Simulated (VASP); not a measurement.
# Ba2PdBr6 (Fm-3m) in VASP: a series of runs, part 2 of 2

VASP 6.6.1.

## Step 3: Single point, r2SCAN

POSCAR reads:

```
Ba2PdBr6
1.0
    0.0000000000      4.9534050000      4.9534050000
    4.9534050000      0.0000000000      4.9534050000
    4.9534050000      4.9534050000      0.0000000000
Pd Ba Br
1 2 6
Direct
    0.0000000000      0.0000000000      0.0000000000
    0.2500000000      0.2500000000      0.2500000000
    0.7500000000      0.7500000000      0.7500000000
    0.7500000000      0.2500000000      0.2500000000
    0.2500000000      0.7500000000      0.2500000000
    0.2500000000      0.7500000000      0.7500000000
    0.7500000000      0.2500000000      0.7500000000
    0.2500000000      0.2500000000      0.7500000000
    0.7500000000      0.7500000000      0.2500000000
```

INCAR.step1 reads:

```
  PREC = Accurate
  ENCUT = 520
  ISMEAR = -1
  SIGMA = 0.1
  LREAL = F
  LASPH = T
  NELM = 100
  NBANDS = 46
  ISYM = 0
  GGA = PE
  ALGO = Normal
  EDIFF = 1E-4
  LWAVE = T
  LCHARG = F
```

INCAR.step2 reads:

```
  PREC = Accurate
  ENCUT = 520
  EDIFF = 1E-6
  ISMEAR = -1
  SIGMA = 0.1
  LREAL = F
  LASPH = T
  NELM = 100
  ALGO = Normal
  ISIF = 2
  LWAVE = F
  LCHARG = T
  METAGGA = R2SCAN
  LMIXTAU = T
  LELF = T
  LVHAR = T
  NBANDS = 46
  ISYM = 0
  ISTART = 1
```

KPOINTS reads:

```
Automatic mesh
0
Gamma
  3 3 3
  0.5 0.5 0.5
```

Potentials or basis: VASP PAW PBE potentials, release 64 (Pd, Ba_sv, Br).

Started as:

```bash
$ cat potpaw_PBE.64/Pd/POTCAR potpaw_PBE.64/Ba_sv/POTCAR potpaw_PBE.64/Br/POTCAR > POTCAR
$ cp INCAR.step1 INCAR
$ mpirun -np 1 vasp_std > vasp.out
$ cp INCAR.step2 INCAR
$ mpirun -np 1 vasp_std > vasp.out
```

OUTCAR:

```text
PREC = Accurate
   ENCUT = 520
   EDIFF = 1E-6
   ISMEAR = -1
   LREAL = F
   LASPH = T
   NELM = 100
   ISIF = 2
   METAGGA = R2SCAN
   ISYM = 0
   ISTART = 1

 ion  position               nearest neighbor table
   1  0.000  0.000  0.000-   4 2.48   5 2.48   6 2.48   7 2.48   8 2.48   9 2.48
   2  0.250  0.250  0.250-   4 3.50   5 3.50   8 3.50   6 3.50   7 3.50   8 3.50   5 3.50   6 3.50
                             9 3.50   4 3.50   7 3.50   9 3.50
   3  0.750  0.750  0.750-   6 3.50   7 3.50   9 3.50   4 3.50   5 3.50   9 3.50   4 3.50   7 3.50
                             8 3.50   5 3.50   6 3.50   8 3.50
   4  0.750  0.250  0.250-   1 2.48   2 3.50   3 3.50   3 3.50   2 3.50
   5  0.250  0.750  0.250-   1 2.48   2 3.50   3 3.50   2 3.50   3 3.50
   6  0.250  0.750  0.750-   1 2.48   3 3.50   2 3.50   2 3.50   3 3.50
   7  0.750  0.250  0.750-   1 2.48   3 3.50   2 3.50   3 3.50   2 3.50
   8  0.250  0.250  0.750-   1 2.48   2 3.50   2 3.50   3 3.50   3 3.50
   9  0.750  0.750  0.250-   1 2.48   3 3.50   3 3.50   2 3.50   2 3.50

IMPORTANT INFORMATION: All symmetrisations will be switched off!
NOSYMM: (Re-)initialisation of all symmetry stuff for point group C_1.

----------------------------------------------------------------------------------------

                                     Primitive cell

  volume of cell :     243.0757

  direct lattice vectors                    reciprocal lattice vectors
     0.000000000  4.953405000  4.953405000    -0.100940666  0.100940666  0.100940666
     4.953405000  0.000000000  4.953405000     0.100940666 -0.100940666  0.100940666
     4.953405000  4.953405000  0.000000000     0.100940666  0.100940666 -0.100940666

  length of vectors
     7.005172531  7.005172531  7.005172531     0.174834362  0.174834362  0.174834362

  position of ions in fractional coordinates (direct lattice)
     0.000000000  0.000000000  0.000000000
     0.250000000  0.250000000  0.250000000
     0.750000000  0.750000000  0.750000000
     0.750000000  0.250000000  0.250000000
     0.250000000  0.750000000  0.250000000
     0.250000000  0.750000000  0.750000000
     0.750000000  0.250000000  0.750000000
     0.250000000  0.250000000  0.750000000
     0.750000000  0.750000000  0.250000000

  ion indices of the primitive-cell ions
   primitive index   ion index
                 1           1
                 2           2
                 3           3
                 4           4
                 5           5
                 6           6
                 7           7
                 8           8
                 9           9

----------------------------------------------------------------------------------------

 KPOINTS: Automatic mesh

Automatic generation of k-mesh.
 Grid dimensions read from file:
 generate k-points for:    3    3    3

 Generating k-lattice:

  Cartesian coordinates                     Fractional coordinates (reciprocal lattice)
    -0.033646889  0.033646889  0.033646889     0.333333333  0.000000000  0.000000000
     0.033646889 -0.033646889  0.033646889     0.000000000  0.333333333  0.000000000
     0.033646889  0.033646889 -0.033646889     0.000000000  0.000000000  0.333333333

  Length of vectors
     0.058278121  0.058278121  0.058278121

  Shift w.r.t. Gamma in fractional coordinates (k-lattice)
     0.500000000  0.500000000  0.500000000

 Subroutine IBZKPT returns following result:
 ===========================================

 Found     56 irreducible k-points:

 Following reciprocal coordinates:
            Coordinates               Weight
  0.166667  0.166667  0.166667      2.000000
  0.166667  0.000000  0.000000      2.000000
  0.000000  0.000000 -0.166667      2.000000
  0.000000  0.166667  0.000000      2.000000
  0.500000  0.166667  0.166667      2.000000
  0.166667  0.500000  0.166667      2.000000
[... 16 lines left out ...]
  0.000000 -0.333333 -0.166667      2.000000
 -0.333333  0.000000 -0.166667      2.000000
 [... further k-points ...]
   k-points           NKPTS =     56   k-points in BZ     NKDIM =     56   number of bands    NBANDS=     46
   number of dos      NEDOS =    301   number of ions     NIONS =      9
   total plane-waves  NPLWV = 157464
   dimension x,y,z NGX =    54 NGY =   54 NGZ =   54
   dimension x,y,z NGXF=   108 NGYF=  108 NGZF=  108
   ions per type =               1   2   6
   NGX,Y,Z   is equivalent  to a cutoff of  12.82, 12.82, 12.82 a.u.
   NGXF,Y,Z  is equivalent  to a cutoff of  25.63, 25.63, 25.63 a.u.
 SYSTEM =  unknown system
   PREC   = accura    normal or accurate (medium, high low for compatibility)
   ISTART =      1    job   : 0-new  1-cont  2-samecut
   ICHARG =      0    charge: 1-file 2-atom 10-const
   ISPIN  =      1    spin polarized calculation?
   LNONCOLLINEAR =      F non collinear calculations
   LSORBIT =      F    spin-orbit coupling
   LASPH  =      T    aspherical Exc in radial PAW
   ENCUT  =  520.0 eV  38.22 Ry    6.18 a.u.  13.02 13.02 13.02*2*pi/ulx,y,z
   NELM   =    100;   NELMIN=  2; NELMDL=  0     # of ELM steps
   EDIFF  = 0.1E-05   stopping-criterion for ELM
   LREAL  =      F    real-space projection
   EDIFFG = 0.1E-04   stopping-criterion for IOM
   NSW    =      0    number of steps for IOM
   IBRION =     -1    ionic relax: 0-MD 1-quasi-New 2-CG
   NFREE  =      0    steps in history (QN), initial steepest desc. (CG)
   ISIF   =      2    stress and relaxation
   ISYM   =      0    0-nonsym 1-usesym 2-fastsym
   POTIM  = 0.5000    time-step for ionic-motion
   TEBEG  =    0.0;   TEEND  =   0.0 temperature during run
   PSTRESS=    0.0 pullay stress
   NELECT =      72.0000    total number of electrons
   NUPDOWN=      -1.0000    fix difference up-down
   EMIN   =  10.00;   EMAX   =-10.00  energy-range for DOS
   EFERMI =   0.00;   METHOD = LEGACY
   ISMEAR =    -1;   SIGMA  =   0.10  broadening in eV -4-tet -1-fermi 0-gaus
   EFERMI_NEDOS =   21; number of points for ismear=-14 and -15
   IALGO  =     38    algorithm
   IMIX   =      4    mixing-type and parameters
     AMIX     =   0.40;   BMIX     =  1.00
     AMIX_MAG =   1.60;   BMIX_MAG =  1.00
  volume/ion in A,a.u.               =      27.01       182.26
  Fermi-wavevector in a.u.,A,eV,Ry     =   1.091286  2.062231 16.203241  1.190905
  Thomas-Fermi vector in A             =   2.227528
   LORBIT       =      0    0 simple, 1 ext, 2 COOP (PROOUT), +10 PAW based schemes
   METAGGA = R2SCAN    functional components
   LHFCALC =     F    Hartree Fock is set to
   AEXX    =    0.0000 exact exchange contribution
   IVDW    =     0    specifies the selected vdW correction
   LEPSILON=     F    determine dielectric tensor
   LRPA    =     F    only Hartree local field effects (RPA)
 non-spin polarized calculation
  energy-cutoff  :      520.00
  volume of cell :      243.08
 maximum number of plane-waves:      6554
 NGX is ok and might be reduce to    54
   NGX = 27   NGY = 27   NGZ = 27

 number of electron      71.9999990 magnetization

 Free energy of the ion-electron system (eV)
  ---------------------------------------------------
  ext. energy  EPLUGINS =         0.00000000
  ---------------------------------------------------
  free energy    TOTEN  =      -170.02335585 eV

  energy without entropy =     -169.88601027  energy(sigma->0) =     -169.95468306

 E-fermi :   4.4472     XC(G=0):  -9.8738

 val. band max:        4.4453901302   @ k =   0.1667  -0.3333   0.0000
 cond. band min:       4.4605731041   @ k =   0.5000   0.0000   0.0000
 fundamental gap:      0.0151829739
 Fermi energy:         4.4471597891

 k-point     1 :       0.1667    0.1667    0.1667
  band No.  band energies     occupation
      1     -25.4501      2.00000
      2     -25.4378      2.00000
      3     -12.9081      2.00000
      4     -12.1939      2.00000
      5     -12.0871      2.00000
      6     -12.0871      2.00000
[... 38 lines left out ...]
     45       7.5204      0.00000
     46       7.5204      0.00000
[... 1086 lines left out ...]
      6     -12.0642      2.00000
[... 38 lines left out ...]
     45       8.1859      0.00000
     46       8.2509      0.00000

 [... further k-points ...]
[... 5 lines left out ...]
  --------------------------------------------------------------------------------------
  -------------------------------------------------------------------------------------
  Total        9.8060318      9.8060303      9.8060360     -0.0000143     -0.0000136     -0.0000139
  in kB       64.6341985     64.6341887     64.6342265     -0.0000940     -0.0000896     -0.0000915
  external PRESSURE =      64.6342046 kB  Pullay stress =       0.0000000 kB

 VOLUME and BASIS-vectors are now :
 -----------------------------------------------------------------------------
  energy-cutoff  :      520.00
  volume of cell :      243.08
      direct lattice vectors                 reciprocal lattice vectors
     0.000000000  4.953405000  4.953405000    -0.100940666  0.100940666  0.100940666
     4.953405000  0.000000000  4.953405000     0.100940666 -0.100940666  0.100940666
     4.953405000  4.953405000  0.000000000     0.100940666  0.100940666 -0.100940666

 POSITION                                       TOTAL-FORCE (eV/Angst)
 -----------------------------------------------------------------------------------
      0.00000      0.00000      0.00000        -0.000002     -0.000000      0.000000
      2.47670      2.47670      2.47670         0.000002      0.000002      0.000002
      7.43011      7.43011      7.43011        -0.000002     -0.000002     -0.000002
      2.47670      4.95341      4.95341         1.072545      0.000005      0.000005
      4.95341      2.47670      4.95341         0.000004      1.072544      0.000004
      7.43011      4.95341      4.95341        -1.072543     -0.000005     -0.000005
      4.95341      7.43011      4.95341        -0.000005     -1.072544     -0.000005
      4.95341      4.95341      2.47670         0.000005      0.000005      1.072545
      4.95341      4.95341      7.43011        -0.000005     -0.000005     -1.072545
 -----------------------------------------------------------------------------------
    total drift:                               -0.000000      0.000000      0.000000

  FREE ENERGIE OF THE ION-ELECTRON SYSTEM (eV)
  ---------------------------------------------------
  free  energy   TOTEN  =      -170.0233558532 eV

  energy  without entropy=     -169.8860102711  energy(sigma->0) =     -169.95468306
```

Wall time 60 min (1 thread of Intel Xeon Platinum 8259CL at 2.50GHz (Skylake/Cascade Lake), shared host); peak memory 0.8 GiB.

Results:

```yaml
Free_energy: -170.0234 eV
Pressure: 6.5 GPa
Band_gap_on_the_k_mesh: zero (bands 36 and 37 overlap by 0.32 eV)
```

Caveat: the k points lie up to 0.37 Å⁻¹ apart; the PAW data sets were made with another functional, which shifts forces and pressure a little; spin-orbit coupling is left out, which moves the levels of the heavy elements.

The gap in the log of VASP goes by the Fermi energy; the results here count the filled bands.